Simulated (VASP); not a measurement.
# BIr (P-6m2) in VASP: a series of runs

BIr is run at these levels: LDA; tasks: single point.

All numbers are computed with VASP 6.6.1; they aren't measurements. Logs are shortened: lines on timing, memory, paths and dates and some standing lists are left out, and cuts for length are marked.

### Step 1. The cell of the first run

The structure is hexagonal, space group P-6m2 (No. 187). The conventional cell has a = 3.042 Å, b = 3.042 Å, c = 2.703 Å, α = 90.00°, β = 90.00°, γ = 120.00°. B (site symmetry -6m2) has 6 Ir at 2.22 Å and 2 B at 2.70 Å within 2.9 Å. Ir (site symmetry -6m2) has 6 B at 2.22 Å and 2 Ir at 2.70 Å within 2.9 Å.

### Step 2. Single point, LDA

File INCAR:

```
PREC = Accurate
ENCUT = 520
EDIFF = 1E-6
ISMEAR = 1
SIGMA = 0.1
LREAL = False
LASPH = True
NELM = 60
ALGO = Normal
ISIF = 2
LWAVE = False
LCHARG = False
GGA = CA
NBANDS = 13
```

File KPOINTS:

```
Automatic mesh
0
Gamma
  11 11 11
```

File POSCAR:

```
BIr
1.0
    3.0421080800      0.0000000000      0.0000000000
   -1.5210540400      2.6345428800      0.0000000000
    0.0000000000      0.0000000000      2.7029723100
B Ir
1 1
Direct
    0.3333333287      0.6666666705      0.4999999982
    0.0000000000      0.0000000000      0.0000000000
```

Potentials or basis: VASP PAW LDA potentials, release 64 (B, Ir).

The run is started by

```
$ cat potpaw_LDA.64/B/POTCAR potpaw_LDA.64/Ir/POTCAR > POTCAR
$ mpirun -np 1 vasp_std > vasp.out
```

OUTCAR:

```text
PREC = Accurate
   ENCUT = 520
   EDIFF = 1E-6
   ISMEAR = 1
   LREAL = False
   LASPH = True
   NELM = 60
   ISIF = 2
   GGA = CA

 ion  position               nearest neighbor table
   1  0.333  0.667  0.500-   2 2.22   2 2.22   2 2.22   2 2.22   2 2.22   2 2.22
   2  0.000  0.000  0.000-   1 2.22   1 2.22   1 2.22   1 2.22   1 2.22   1 2.22

  LATTYP: Found a hexagonal cell.
 ALAT       =     3.0421080800
 C/A-ratio  =     0.8885194868

  Lattice vectors:

 A1 = (   3.0421080800,   0.0000000000,   0.0000000000)
 A2 = (  -1.5210540400,   2.6345428800,   0.0000000000)
 A3 = (   0.0000000000,   0.0000000000,   2.7029723100)

Analysis of symmetry for initial positions (statically):
=====================================================================
 Subroutine PRICEL returns:
 Original cell was already a primitive cell.

 Routine SETGRP: Setting up the symmetry group for a
 hexagonal supercell.

 Subroutine GETGRP returns: Found 12 space group operations
 (whereof 12 operations were pure point group operations)
 out of a pool of 24 trial point group operations.

The static configuration has the point symmetry D_3h.

Analysis of symmetry for dynamics (positions and initial velocities):
=====================================================================
 Subroutine PRICEL returns:
 Original cell was already a primitive cell.

 Routine SETGRP: Setting up the symmetry group for a
 hexagonal supercell.

 Subroutine GETGRP returns: Found 12 space group operations
 (whereof 12 operations were pure point group operations)
 out of a pool of 24 trial point group operations.

The dynamic configuration has the point symmetry D_3h.

 Subroutine INISYM returns: Found 12 space group operations
 (whereof 12 operations are pure point group operations),
 and found     1 'primitive' translations

----------------------------------------------------------------------------------------

                                     Primitive cell

  volume of cell :      21.6631

  direct lattice vectors                    reciprocal lattice vectors
     3.042108080  0.000000000  0.000000000     0.328719419  0.189786245  0.000000000
    -1.521054040  2.634542880  0.000000000     0.000000000  0.379572490  0.000000000
     0.000000000  0.000000000  2.702972310     0.000000000  0.000000000  0.369963094

  length of vectors
     3.042108080  3.042108081  2.702972310     0.379572490  0.379572490  0.369963094

  position of ions in fractional coordinates (direct lattice)
     0.333333329  0.666666670  0.499999998
     0.000000000  0.000000000  0.000000000

  ion indices of the primitive-cell ions
   primitive index   ion index
                 1           1
                 2           2

----------------------------------------------------------------------------------------

 KPOINTS: Automatic mesh

Automatic generation of k-mesh.
 Grid dimensions read from file:
 generate k-points for:   11   11   11

 Generating k-lattice:

  Cartesian coordinates                     Fractional coordinates (reciprocal lattice)
     0.029883584  0.017253295  0.000000000     0.090909091  0.000000000  0.000000000
     0.000000000  0.034506590  0.000000000     0.000000000  0.090909091  0.000000000
     0.000000000  0.000000000  0.033633009     0.000000000  0.000000000  0.090909091

  Length of vectors
     0.034506590  0.034506590  0.033633009

  Shift w.r.t. Gamma in fractional coordinates (k-lattice)
     0.000000000  0.000000000  0.000000000

 Subroutine IBZKPT returns following result:
 ===========================================

 Found     96 irreducible k-points:

 Following reciprocal coordinates:
            Coordinates               Weight
  0.000000  0.000000  0.000000      1.000000
  0.090909  0.000000  0.000000      6.000000
  0.181818  0.000000  0.000000      6.000000
  0.272727  0.000000  0.000000      6.000000
  0.363636  0.000000  0.000000      6.000000
  0.454545  0.000000  0.000000      6.000000
[... 16 lines left out ...]
  0.090909  0.090909  0.090909     12.000000
  0.181818  0.090909  0.090909     24.000000
 [... further k-points ...]
   k-points           NKPTS =     96   k-points in BZ     NKDIM =     96   number of bands    NBANDS=     13
   number of dos      NEDOS =    301   number of ions     NIONS =      2
   total plane-waves  NPLWV =  11520
   dimension x,y,z NGX =    24 NGY =   24 NGZ =   20
   dimension x,y,z NGXF=    48 NGYF=   48 NGZF=   40
   ions per type =               1   1
   NGX,Y,Z   is equivalent  to a cutoff of  13.12, 13.12, 12.30 a.u.
   NGXF,Y,Z  is equivalent  to a cutoff of  26.23, 26.23, 24.60 a.u.
 SYSTEM =  unknown system
   PREC   = accura    normal or accurate (medium, high low for compatibility)
   ISTART =      0    job   : 0-new  1-cont  2-samecut
   ICHARG =      2    charge: 1-file 2-atom 10-const
   ISPIN  =      1    spin polarized calculation?
   LNONCOLLINEAR =      F non collinear calculations
   LSORBIT =      F    spin-orbit coupling
   LASPH  =      T    aspherical Exc in radial PAW
   ENCUT  =  520.0 eV  38.22 Ry    6.18 a.u.   5.66  5.66  5.03*2*pi/ulx,y,z
   NELM   =     60;   NELMIN=  2; NELMDL= -5     # of ELM steps
   EDIFF  = 0.1E-05   stopping-criterion for ELM
   LREAL  =      F    real-space projection
   EDIFFG = 0.1E-04   stopping-criterion for IOM
   NSW    =      0    number of steps for IOM
   IBRION =     -1    ionic relax: 0-MD 1-quasi-New 2-CG
   NFREE  =      0    steps in history (QN), initial steepest desc. (CG)
   ISIF   =      2    stress and relaxation
   ISYM   =      2    0-nonsym 1-usesym 2-fastsym
   POTIM  = 0.5000    time-step for ionic-motion
   TEBEG  =    0.0;   TEEND  =   0.0 temperature during run
   PSTRESS=    0.0 pullay stress
   NELECT =      12.0000    total number of electrons
   NUPDOWN=      -1.0000    fix difference up-down
   EMIN   =  10.00;   EMAX   =-10.00  energy-range for DOS
   EFERMI =   0.00;   METHOD = LEGACY
   ISMEAR =     1;   SIGMA  =   0.10  broadening in eV -4-tet -1-fermi 0-gaus
   EFERMI_NEDOS =   21; number of points for ismear=-14 and -15
   IALGO  =     38    algorithm
   IMIX   =      4    mixing-type and parameters
     AMIX     =   0.40;   BMIX     =  1.00
     AMIX_MAG =   1.60;   BMIX_MAG =  1.00
  volume/ion in A,a.u.               =      10.83        73.10
  Fermi-wavevector in a.u.,A,eV,Ry     =   1.344502  2.540740 24.595051  1.807685
  Thomas-Fermi vector in A             =   2.472490
   LORBIT       =      0    0 simple, 1 ext, 2 COOP (PROOUT), +10 PAW based schemes
   GGA     = CA    functional components
   LHFCALC =     F    Hartree Fock is set to
   AEXX    =    0.0000 exact exchange contribution
   IVDW    =     0    specifies the selected vdW correction
   LEPSILON=     F    determine dielectric tensor
   LRPA    =     F    only Hartree local field effects (RPA)
 non-spin polarized calculation
 Methfessel and Paxton  Order N= 1 SIGMA  =   0.10
  energy-cutoff  :      520.00
  volume of cell :       21.66
 maximum number of plane-waves:       592
 NGX is ok and might be reduce to    24
   NGX = 11   NGY = 11   NGZ = 11

 number of electron      12.0000001 magnetization

 Free energy of the ion-electron system (eV)
  ---------------------------------------------------
  ext. energy  EPLUGINS =         0.00000000
  ---------------------------------------------------
  free energy    TOTEN  =       -18.17515749 eV

  energy without entropy =      -18.17514823  energy(sigma->0) =      -18.17515440

 E-fermi :   9.2059     XC(G=0): -13.2812

 val. band max:        9.2053273888   @ k =   0.2727   0.2727   0.3636
 cond. band min:       9.2267711884   @ k =   0.4545   0.0909   0.3636
 fundamental gap:      0.0214437996
 Fermi energy:         9.2059317015

 k-point     1 :       0.0000    0.0000    0.0000
  band No.  band energies     occupation
      1      -3.9739      2.00000
      2       2.7561      2.00000
      3       4.1172      2.00000
      4       4.1172      2.00000
      5       8.0991      2.00000
      6       8.0991      2.00000
      7      11.8501      0.00000
      8      14.8244      0.00000
      9      14.8244      0.00000
     10      17.4683      0.00000
     11      23.1781      0.00000
     12      23.1781      0.00000
     13      23.7044      0.00000

 k-point     2 :       0.0909    0.0000    0.0000
  band No.  band energies     occupation
      1      -3.7816      2.00000
      2       2.7807      2.00000
      3       3.9755      2.00000
      4       4.2916      2.00000
      5       7.6977      2.00000
      6       8.0667      2.00000
      7      12.3916      0.00000
      8      14.3030      0.00000
      9      14.4661      0.00000
     10      17.9256      0.00000
     11      22.2787      0.00000
     12      23.7060      0.00000
     13      24.9360      0.00000

 k-point     3 :       0.1818    0.0000    0.0000
  band No.  band energies     occupation
      1      -3.2308      2.00000
      2       2.7410      2.00000
      3       3.7389      2.00000
      4       4.7992      2.00000
      5       6.9213      2.00000
      6       7.9809      2.00000
      7      13.0275      0.00000
      8      13.5450      0.00000
      9      13.5827      0.00000
     10      19.0514      0.00000
     11      21.8562      0.00000
     12      25.0630      0.00000
     13      25.5608      0.00000
[... 305 lines left out ...]
 k-point    23 :       0.0909    0.0909    0.0909
  band No.  band energies     occupation
      1      -3.2069      2.00000
      2       2.9169      2.00000
      3       3.8691      2.00000
      4       4.6841      2.00000
      5       6.7610      2.00000
      6       7.6076      2.00000
      7      12.7708      0.00000
      8      13.8107      0.00000
      9      14.1607      0.00000
     10      18.8367      0.00000
     11      21.7902      0.00000
     12      24.5145      0.00000
     13      25.8963      0.00000

 k-point    24 :       0.1818    0.0909    0.0909
  band No.  band energies     occupation
      1      -2.5211      2.00000
      2       2.7103      2.00000
      3       3.8042      2.00000
      4       5.1991      2.00000
      5       6.1620      2.00000
      6       7.4810      2.00000
      7      12.3751      0.00000
      8      13.2696      0.00000
      9      14.0423      0.00000
     10      20.0987      0.00000
     11      21.6053      0.00000
     12      25.2827      0.00000
     13      25.7772      0.00000

 [... further k-points ...]

------------------------ aborting loop because EDIFF is reached ----------------------------------------

  FORCE on cell =-STRESS in cart. coord.  units (eV):
  Direction    XX          YY          ZZ          XY          YZ          ZX
  --------------------------------------------------------------------------------------
  -------------------------------------------------------------------------------------
  Total       -1.1403059     -1.1403059     -1.2643230      0.0000000      0.0000000      0.0000000
  in kB      -84.3355026    -84.3355027    -93.5076454      0.0000000      0.0000000      0.0000000
  external PRESSURE =     -87.3928836 kB  Pullay stress =       0.0000000 kB

 VOLUME and BASIS-vectors are now :
 -----------------------------------------------------------------------------
  energy-cutoff  :      520.00
  volume of cell :       21.66
      direct lattice vectors                 reciprocal lattice vectors
     3.042108080  0.000000000  0.000000000     0.328719419  0.189786245  0.000000000
    -1.521054040  2.634542880  0.000000000     0.000000000  0.379572490  0.000000000
     0.000000000  0.000000000  2.702972310     0.000000000  0.000000000  0.369963094

 POSITION                                       TOTAL-FORCE (eV/Angst)
 -----------------------------------------------------------------------------------
     -0.00000      1.75636      1.35149        -0.000000      0.000000      0.000000
      0.00000      0.00000      0.00000         0.000000      0.000000      0.000000
 -----------------------------------------------------------------------------------
    total drift:                                0.000001     -0.000000      0.000000

  FREE ENERGIE OF THE ION-ELECTRON SYSTEM (eV)
  ---------------------------------------------------
  free  energy   TOTEN  =       -18.1751574861 eV

  energy  without entropy=      -18.1751482324  energy(sigma->0) =      -18.17515440
```

Wall time 22 s (1 thread of Intel Xeon 8259CL, shared host); peak memory 0.15 GiB.

Results:

```
Free energy            : -18.1752 eV
Pressure               : -8.7 GPa
Band gap on the k mesh : zero (bands 6 and 7 overlap by 1.25 eV)
```

Levels at points of the mesh, in eV from the Fermi level:
```csv
k point,band 4,band 5,band 6,band 7,band 8,band 9
"(0.00, 0.00, 0.00)",-5.09,-1.11,-1.11,2.64,5.62,5.62
```

Caveat: the cell stands under tension; spin-orbit coupling is left out, which moves the levels of the heavy elements.

### Step 3. Single point, LDA

File INCAR:

```
SYSTEM = BIr
  PREC = Accurate
  ENCUT = 520
  EDIFF = 1E-7
  ISMEAR = 1
  SIGMA = 0.1
  LREAL = .False.
  LASPH = .True.
  NELM = 60
  ALGO = Normal
  ISIF = 2
  LWAVE = .False.
  LCHARG = .True.
  GGA = CA
  LELF = .True.
  LVHAR = .True.
  NBANDS = 13
```

File KPOINTS:

```
regular mesh
0
Gamma
  11 11 11
  0 0 0
```

POSCAR is that of step 2.

Potentials or basis: VASP PAW LDA potentials, release 64 (B, Ir).

The run is started by

```
$ cat potpaw_LDA.64/B/POTCAR potpaw_LDA.64/Ir/POTCAR > POTCAR
$ mpirun -np 1 vasp_std > vasp.out
```

Run time: 28 s. Hardware: 1 thread of Intel Xeon 8259CL, shared host; peak memory 0.15 GiB.

Results (log left out):

```yaml
Free_energy: -18.1752 eV
Pressure: -8.7 GPa
Band_gap_on_the_k_mesh: zero (bands 6 and 7 overlap by 1.25 eV)
```

Stress tensor (GPa, compression positive):
```
-8.43  0.00  0.00
 0.00 -8.43  0.00
 0.00  0.00 -9.37
```

Levels at points of the mesh, in eV from the Fermi level:
```tsv
k point	band 3	band 4	band 5	band 6	band 7	band 8	band 9	band 10
(0.00, 0.00, 0.00)	-5.09	-5.09	-1.11	-1.11	2.64	5.62	5.62	8.26
```

Caveat: the cell stands under tension; spin-orbit coupling is left out, which moves the levels of the heavy elements.
